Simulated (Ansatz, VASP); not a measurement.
## B4N3 in VASP and in Ansatz

File INCAR:

```
PREC     = Accurate       # precision mode
ENCUT    = 600            # plane-wave cutoff, eV
EDIFF    = 1E-7           # SCF threshold, eV
ISMEAR   = 0              # smearing method
SIGMA    = 0.1            # smearing width, eV
LREAL    = F              # projectors in reciprocal space
LASPH    = T              # aspherical terms in the spheres
NELM     = 60             # most SCF steps
ALGO     = Normal         # electronic algorithm
ISIF     = 3              # what is computed and relaxed
LWAVE    = F              # write WAVECAR
LCHARG   = F              # write CHGCAR
GGA      = PE             # functional
IBRION   = 2              # ionic algorithm
NSW      = 100            # ionic steps
EDIFFG   = -0.01          # ionic threshold
```

File KPOINTS:

```
Automatic mesh
0
Gamma
  6 6 10
```

Contents of POSCAR:

```
B4N3
1.0
    4.8750896201      0.0000000000      0.0000000000
   -2.4375448101      4.2219514567      0.0000000000
    0.0000000000      0.0000000000      3.1885442973
B N
4 3
Direct
    0.5080290079      0.0160580157      0.0000000000
    0.9839419843      0.4919709921      0.0000000000
    0.5080290079      0.4919709921      0.0000000000
    0.0000000000      0.0000000000      0.0000000000
    0.1662083764      0.8337916236      0.0000000000
    0.6675832472      0.8337916236      0.0000000000
    0.1662083764      0.3324167528      0.0000000000
```

Input for Ansatz:

```yaml
crystal:
  lattice:
    - [4.8750896201, 0.0, 0.0]
    - [-2.4375448101, 4.2219514567, 0.0]
    - [0.0, 0.0, 3.1885442973]
  atoms:
    - { symbol: B, position: [0.5080290079, 0.0160580157, 0.0] }
    - { symbol: B, position: [0.9839419843, 0.4919709921, 0.0] }
    - { symbol: B, position: [0.5080290079, 0.4919709921, 0.0] }
    - { symbol: B, position: [0.0, 0.0, 0.0] }
    - { symbol: "N", position: [0.1662083764, 0.8337916236, 0.0] }
    - { symbol: "N", position: [0.6675832472, 0.8337916236, 0.0] }
    - { symbol: "N", position: [0.1662083764, 0.3324167528, 0.0] }
basis:
  ecutwfc: 420
kpoints:
  mp_grid: { grid: [6, 6, 10] }
hamiltonian:
  xc: pbe
scf:
  occupations: { method: gaussian, width: 0.1 }
output:
  forces: true
  stress: true
  eigenvalues: true
relax:
  adjacent_minimum: "off"
  f_tol: 0.01
  max_steps: 80
  cell: { stress_tol: 0.05 }
```

Alike in both runs: task relaxation of cell and atoms; functional PBE; k mesh 6 × 6 × 10; occupations gaussian, width 0.1 eV; no spin polarisation.

```csv
,VASP,Ansatz
version,VASP 6.6.1,Ansatz 0.2.0
potentials or method,"VASP PAW PBE potentials, release 64 (B, N), cutoff 600 eV","scalar-relativistic, plane waves, PAW"
valence electrons in the cell,27,27
```

|  | VASP | Ansatz | Ansatz less VASP |
| --- | --- | --- | --- |
| gap on the k mesh at the Fermi level, each at its own relaxed structure (eV) | none | none | - |
| relaxed volume (Å³/atom) | 9.44 | 9.49 | +0.054 |
| relaxed length of the cell vector where the two differ most in proportion (Å) | 3.237 | 3.255 | +0.0184 |

A gap of «none» marks a metal or a gap that the smearing closes.
